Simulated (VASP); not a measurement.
The system is WS2 (Tungstenite).

```
W S
1.0
     3.11508    0.00000    0.00000
    -1.55754    2.69774    0.00000
     0.00000    0.00000   12.24483
W S
2 4
Direct
  0.66667 0.33333 0.75000
  0.33333 0.66667 0.25000
  0.66667 0.33333 0.37500
  0.33333 0.66667 0.87500
  0.66667 0.33333 0.12500
  0.33333 0.66667 0.62500
```

Base run:

```yaml
Program: VASP 6.6.1
Functional: PBE
Dispersion: D3(BJ)
Potentials_or_basis: VASP PAW PBE potentials, release 64 (W_sv, S)
Cutoff: 520 eV
k_mesh: 10 × 10 × 3
Occupations: fermi-dirac, width 0.05 eV
Spin: no spin polarisation
```

Its results: band gap on the k mesh 1.07 eV, indirect (least direct gap 2.26 eV); pressure 9.5 GPa; largest force 1.329 eV/Å.

Q: The run is repeated on the same cell with these changes: functional from PBE to RPBE; further incar settings from ALGO = Normal; EDIFF = 1e-06; NBANDS = 35 to ALGO = Normal; EDIFF = 1e-07; NBANDS = 35. What comes out?

A: Band gap on the k mesh 1.13 eV, indirect (least direct gap 2.26 eV); pressure -4.6 GPa; largest force 0.886 eV/Å.

Caveats: spin-orbit coupling is left out, which moves the levels of the heavy elements; forces of over 1 eV/Å act on the atoms, so gaps and moduli don't describe the material at rest (some runs); the PAW data sets were made with another functional, which shifts forces and pressure a little (some runs).

A k mesh can miss the band edges.
